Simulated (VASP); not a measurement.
Write the native input for VASP 6.6.1 that does the following.

```
Task                   : single point
Functional             : PBEsol
Potentials or basis    : VASP PAW PBE potentials, release 64 (P)
Cutoff                 : 520 eV
k mesh                 : 8 × 1 × 6
Occupations            : gaussian, width 0.05 eV
Spin                   : no spin polarisation
Dipole correction      : no
Further INCAR settings : ALGO = Normal; EDIFF = 1e-06; NBANDS = 18
```

The structure of P lies in POSCAR:

```
P
1.0
    3.2837277200      0.0000000000      0.0000000000
    0.0000000000     34.8570309900      0.0000000000
    0.0000000000      0.0000000000      4.4931221687
P
4
Direct
    0.0000000000      0.9702614300      0.5921507200
    0.0000000000      0.0297385700      0.4078492800
    0.5000000000      0.0297385700      0.0921507200
    0.5000000000      0.9702614300      0.9078492800
```

This cell differs from its parent crystal: strain +0.000 along x and y, -0.030 along z.

One way to write it, as run:

INCAR

```
SYSTEM = P
ALGO     = Normal         ! electronic algorithm
EDIFF    = 1E-6           ! SCF threshold, eV
ENCUT    = 520            ! plane-wave cutoff, eV
GGA      = PS             ! functional
ISIF     = 2              ! what is computed and relaxed
ISMEAR   = 0              ! smearing method
LASPH    = .True.         ! aspherical terms in the spheres
LCHARG   = .False.        ! write CHGCAR
LREAL    = .False.        ! projectors in reciprocal space
LWAVE    = .False.        ! write WAVECAR
NBANDS   = 18             ! bands
NELM     = 80             ! most SCF steps
PREC     = Accurate       ! precision mode
SIGMA    = 0.05           ! smearing width, eV
```

KPOINTS

```
k-points
0
Gamma
  8 1 6
  0 0 0
```

Potentials or basis: VASP PAW PBE potentials, release 64 (P).

The run is started by

```bash
$ cat potpaw_PBE.64/P/POTCAR > POTCAR
$ mpirun -np 1 vasp_std > vasp.out
```

It gave:

```yaml
Largest_force: 0.731 eV/Å
Band_gap_on_the_k_mesh: 0.73 eV, direct
```

Caveat: the cell differs from its parent crystal (strain +0.000 along x and y, -0.030 along z); the PAW data sets were made with another functional, which shifts forces and pressure a little.

It took 5 min on 1 thread of Oxide Virtual Turin-like Processor (shared host), peak memory 0.53 GiB.
